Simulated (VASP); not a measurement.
Runs of VASP 6.6.1 on Ti3Al5. The structure is that of space group P4/mmm (No. 123), or close to it. The cells are those of the table. 

```tsv
task	cell	k mesh	cutoff (eV)	smearing	gap on the mesh (eV)	pressure (GPa)
single point	a = 3.921, b = 3.921, c = 8.315 Å, 8 atoms	10 × 10 × 4	520	fermi-dirac 0.15 eV	none	-2.1
relaxation of shape and atoms at fixed volume	relaxed from a = 3.869, b = 3.869, c = 8.206 Å, 8 atoms	10 × 10 × 4	600	fermi-dirac 0.15 eV	none	2.5
single point	a = 3.895, b = 3.895, c = 8.326 Å, 8 atoms	6 × 6 × 2	520	gaussian 0.1 eV	none	(a)
single point	a = 3.868, b = 3.868, c = 8.206 Å, 8 atoms	10 × 10 × 4	520	fermi-dirac 0.15 eV	none	2.5
```

Alike in all rows: level PBEsol; potentials or basis VASP PAW PBE potentials, release 64 (Ti_sv, Al); no spin polarisation.

**Question.** Fill in the values left out.

**Answer.** (a) -1.1.

Caveats: some runs use coarse meshes; the PAW data sets were made with another functional, which shifts forces and pressure a little.

A gap of «none» marks levels without a gap at the run's occupations.
